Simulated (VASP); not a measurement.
Wanted: the native input for a VASP 6.6.1 run.

```
Task                   : single point
Functional             : PBEsol
Potentials or basis    : VASP PAW PBE potentials, release 64 (Cs_sv, Re)
Cutoff                 : 520 eV
k mesh                 : 4 × 4 × 4
Occupations            : gaussian, width 0.1 eV
Spin                   : no spin polarisation
Dipole correction      : no
Further INCAR settings : ALGO = Normal; EDIFF = 1e-07; NBANDS = 25
```

The structure of Cs3Re lies in POSCAR:

```
Cs3Re
1.0
    5.8797067202      0.0000000000      0.0000000000
    0.0000000000      5.8797067202      0.0000000000
    0.0000000000      0.0000000000      5.8797067202
Cs Re
3 1
Direct
    0.0000000000      0.0000000000      0.5000000000
    0.0000000000      0.5000000000      0.0000000000
    0.5000000000      0.0000000000      0.0000000000
    0.5000000000      0.5000000000      0.5000000000
```

This cell differs from its parent crystal: Pt replaced by Re, lengths x 1.010, strained.

The input as run:

INCAR

```
SYSTEM = Cs3Re
PREC = Accurate
ENCUT = 520
EDIFF = 1E-7
ISMEAR = 0
SIGMA = 0.1
LREAL = .False.
LASPH = .True.
NELM = 80
ALGO = Normal
ISIF = 2
LWAVE = .False.
LCHARG = .False.
GGA = PS
NBANDS = 25
```

KPOINTS

```
Automatic mesh
0
Gamma
  4 4 4
  0 0 0
```

Potentials or basis: VASP PAW PBE potentials, release 64 (Cs_sv, Re).

The run is started by

```bash
$ cat potpaw_PBE.64/Cs_sv/POTCAR potpaw_PBE.64/Re/POTCAR > POTCAR
$ mpirun -np 1 vasp_std > vasp.out
```

Results of the run:

| Item | Value |
| --- | --- |
| Pressure | -1.7 GPa |
| Band gap on the k mesh | zero (bands 17 and 18 overlap by 0.40 eV) |

Caveat: the cell differs from its parent crystal (Pt replaced by Re, lengths x 1.010, strained); the PAW data sets were made with another functional, which shifts forces and pressure a little; spin-orbit coupling is left out, which moves the levels of the heavy elements.

Wall time 91 s on 1 thread of Oxide Virtual Turin-like Processor, on a shared host, peak memory 0.29 GiB.
